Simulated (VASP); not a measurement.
Runs of VASP 6.6.1 on SrCl2. The structure is that of space group Fm-3m (No. 225), or close to it. The cells are those of the table. 

| level | potentials or basis | cell | gap on the mesh (eV) | pressure (GPa) |
| --- | --- | --- | --- | --- |
| r2SCAN | VASP PAW PBE potentials, release 64 (Sr_sv, Cl) | a = 4.933 Å, angles 60.0°, 3 atoms | (c) | 0.3 |
| r2SCAN | VASP PAW PBE potentials, release 64 (Sr_sv, Cl) | a = 4.900 Å, angles 60.0°, 3 atoms | 6.08 | (a) |
| LDA | VASP PAW LDA potentials, release 64 (Sr_sv, Cl) | a = 5.030 Å, angles 60.0°, 3 atoms | 4.70 | -4.3 |
| r2SCAN | VASP PAW PBE potentials, release 64 (Sr_sv, Cl) | a = 4.998 Å, angles 60.0°, 3 atoms | (b) | -1.1 |
| r2SCAN | VASP PAW PBE potentials, release 64 (Sr_sv, Cl) | a = 4.966 Å, angles 60.0°, 3 atoms | 5.93 | -0.4 |

Alike in all rows: task single point; no spin polarisation; k mesh 7 × 7 × 7; cutoff (eV) 520; smearing fermi-dirac 0.05 eV.

Question: Estimate the missing entries.

Answer: (a) 1.2; (b) 5.85; (c) 6.00.

Caveats: an odd mesh through Γ misses points on the zone boundary, where band edges can lie; the PAW data sets were made with another functional, which shifts forces and pressure a little (at least some runs); the cell stands under tension (at least some runs).

A k mesh can miss the band edges, and the runs leave out spin-orbit coupling on Sr.
